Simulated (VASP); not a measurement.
**H2C7: single point with PBE**

System: H2C7, a slab with vacuum.

```
C H
1.0
     5.05083    0.00000    0.00000
     0.00000    5.05083    0.00000
     0.00000    0.00000   18.85962
C H
28 8
Direct
  0.50000 0.50000 0.24669
  0.50000 0.00000 0.24669
  0.00000 0.50000 0.24669
  0.00000 0.00000 0.24669
  0.75000 0.50000 0.29403
  0.75000 0.00000 0.29403
  0.25000 0.50000 0.29403
  0.25000 0.00000 0.29403
  0.75000 0.75000 0.34137
  0.75000 0.25000 0.34137
  0.25000 0.75000 0.34137
  0.25000 0.25000 0.34137
  0.99673 0.75000 0.39067
  0.99858 0.25000 0.39135
  0.50042 0.75000 0.38262
  0.50197 0.25000 0.38330
  0.99655 0.99663 0.44007
  0.99655 0.50337 0.44007
  0.50264 0.99341 0.42609
  0.50264 0.50659 0.42609
  0.26323 0.99280 0.47995
  0.26323 0.50720 0.47995
  0.72973 0.99841 0.48281
  0.72973 0.50159 0.48281
  0.36551 0.25000 0.49908
  0.35964 0.75000 0.52193
  0.63127 0.25000 0.51666
  0.63341 0.75000 0.51947
  0.50000 0.64230 0.20671
  0.50000 0.35770 0.20671
  0.50000 0.14230 0.20671
  0.50000 0.85770 0.20671
  0.00000 0.35778 0.20665
  0.00000 0.64222 0.20665
  0.00000 0.85778 0.20665
  0.00000 0.14222 0.20665
```

| Property | Result |
| --- | --- |
| Program | VASP 6.6.1 |
| Task | single point |
| Functional | PBE |
| Potentials or basis | VASP PAW PBE potentials, release 64 (C, H) |
| Cutoff | 520 eV |
| k mesh | 5 × 5 × 1 |
| Occupations | gaussian, width 0.05 eV |
| Spin | no spin polarisation |
| Dipole correction | yes |
| Further INCAR settings | LREAL = Auto; ALGO = Normal; EDIFF = 1e-06; NBANDS = 84 |

```json
{"Largest force": "6.658 eV/Å", "Band gap on the k mesh": "1.05 eV (least direct gap 1.25 eV)"}
```

Forces on the atoms (eV/Å):
```
C    0.012 -0.015  1.830
C    0.012  0.015  1.830
C   -0.010 -0.012  1.647
C   -0.010  0.012  1.647
C    0.713  0.004 -1.955
C    0.713 -0.004 -1.955
C   -0.712  0.010 -1.873
C   -0.712 -0.010 -1.873
C    0.917  0.000 -1.684
C    0.950  0.000 -1.268
C   -1.117  0.000 -1.353
C   -0.766  0.000 -0.905
C    0.010  0.000 -0.009
C   -0.005  0.000  0.004
C    0.014  0.000 -0.002
C   -0.004  0.000  0.002
C    0.003  0.008  0.013
C    0.003 -0.008  0.013
C   -0.012  0.004 -0.010
C   -0.012 -0.004 -0.010
C   -0.026 -0.002  0.013
C   -0.026  0.002  0.013
C    0.037 -0.004  0.004
C    0.037  0.004  0.004
C   -0.047  0.000  6.658
C   -0.055  0.000 -0.748
C    0.039  0.000  0.034
C    0.058  0.000  0.041
H   -0.002  0.022 -0.009
H   -0.004 -0.023 -0.012
H   -0.004  0.023 -0.012
H   -0.002 -0.022 -0.009
H    0.001 -0.026 -0.017
H    0.004  0.028 -0.014
H    0.004 -0.028 -0.014
H    0.001  0.026 -0.017
```

Levels at points of the mesh, in eV from the valence-band top:
| k point | band 58 | band 59 | band 60 | band 61 | band 62 | band 63 |
| --- | --- | --- | --- | --- | --- | --- |
| (0.00, 0.00, 0.00) | -0.78 | -0.20 | -0.17 | 1.10 | 1.20 | 2.62 |

It took 22 min on 1 thread of Intel Xeon 8259CL (shared host), peak memory 0.63 GiB.
